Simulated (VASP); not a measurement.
A run of VASP 6.6.1 is set up as follows.

The input INCAR:

```
  ALGO = Normal
  EDIFF = 1E-6
  ENCUT = 520
  GGA = PE
  ISIF = 2
  ISMEAR = 0
  LASPH = T
  LCHARG = F
  LREAL = F
  LWAVE = F
  NBANDS = 18
  NELM = 100
  PREC = Accurate
  SIGMA = 0.1
```

Contents of KPOINTS:

```
k-points
0
Gamma
  12 12 8
```

Contents of POSCAR:

```
B3N2
1.0
    3.4471569832      0.0000000000      0.0000000000
   -1.7235784916      2.9853255183      0.0000000000
    0.0000000000      0.0000000000      4.3130874693
B N
3 2
Direct
    0.3348528644      0.0000000000      0.0000000000
    0.0000000000      0.3348528644      0.0000000000
    0.6651471356      0.6651471356      0.0000000000
    0.0000000000      0.0000000000      0.7596731720
    0.0000000000      0.0000000000      0.2403268280
```

Potentials or basis: VASP PAW PBE potentials, release 64 (B, N).

Launch:

```sh
$ cat potpaw_PBE.64/B/POTCAR potpaw_PBE.64/N/POTCAR > POTCAR
$ mpirun -np 1 vasp_std > vasp.out
```

Estimate the band gap on the k mesh.

zero (an odd number of electrons rules out a gap without spin polarisation).

What does it give for the largest force?

0.090 eV/Å.

What does it give for the pressure?

0.3 GPa.

Forces on the atoms (eV/Å):
```
B    0.064  0.000  0.000
B   -0.032  0.055  0.000
B   -0.032 -0.055  0.000
N    0.000  0.000 -0.090
N    0.000  0.000  0.090
```
